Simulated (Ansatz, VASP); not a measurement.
**One calculation of LaP, two programs**

```xyz
2
Lattice="0.0000 3.0333 3.0333 3.0333 0.0000 3.0333 3.0333 3.0333 0.0000" Properties=species:S:1:pos:R:3 pbc="T T T"
La    0.0000    0.0000    0.0000
P     3.0333    3.0333    3.0333
```

Alike in both runs: functional LDA; k mesh 10 × 10 × 10; occupations fermi-dirac, width 0.05 eV; no spin polarisation.

Ansatz relaxed the structure, and its values are those at the end. VASP's run is a single point on that final structure, the one shown.

|  | VASP | Ansatz |
| --- | --- | --- |
| version | VASP 6.6.1 | Ansatz 0.2.0 |
| potentials or method | VASP PAW LDA potentials, release 64 (La, P) | PAW with Ansatz's default frozen-core files, scalar-relativistic |
| plane-wave cutoff (eV) | 520 | 420 |
| valence electrons in the cell | 16 | 16 |

|  | VASP | Ansatz | Ansatz less VASP |
| --- | --- | --- | --- |
| pressure (GPa) | -4.6 | -4.6 | +0.02 |

LDA's correlation is that of Perdew and Zunger in VASP and of Perdew and Wang (1992) in Ansatz. Ansatz's warnings: stress scf threshold loose.

Neither program's run includes spin-orbit coupling.
